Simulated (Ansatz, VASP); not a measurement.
**Si4Se3: VASP beside Ansatz**

```xyz
7
Lattice="5.2000 0.0000 0.0000 0.0000 5.2000 0.0000 0.0000 0.0000 5.2000" Properties=species:S:1:pos:R:3 pbc="T T T"
Si    1.0400    1.0400    1.0400
Si    4.1600    4.1600    1.0400
Si    4.1600    1.0400    4.1600
Si    1.0400    4.1600    4.1600
Se    2.6000    0.0000    2.6000
Se    0.0000    2.6000    2.6000
Se    2.6000    2.6000    0.0000
```

Alike in both runs: task relaxation of cell and atoms; functional PBE; k mesh 3 × 3 × 3; occupations gaussian, width 0.2 eV; no spin polarisation.

|  | VASP | Ansatz |
| --- | --- | --- |
| version | VASP 6.6.1 | Ansatz 0.2.0 |
| potentials or method | VASP PAW PBE potentials, release 64 (Si, Se), cutoff 500 eV | scalar-relativistic, plane waves, PAW |
| valence electrons in the cell | 34 | 64 |

|  | VASP | Ansatz | Ansatz less VASP |
| --- | --- | --- | --- |
| gap on the k mesh at the Fermi level, each at its own relaxed structure (eV) | none | none | - |
| relaxed volume (Å³/atom) | 20.03 | 19.96 | -0.069 |
| relaxed cell length with the largest relative difference (Å) | 5.195 | 5.189 | -0.0060 |

A gap of «none» marks a metal or a gap that the smearing closes. VASP's potentials hold 34 valence electrons a cell and Ansatz's 64, so a difference there can come from the potentials and not from the codes.

The k mesh is coarse, so the values compare programs but aren't converged. Noted on VASP's run: too few bands were computed for a metal, which touches its energy and stress.
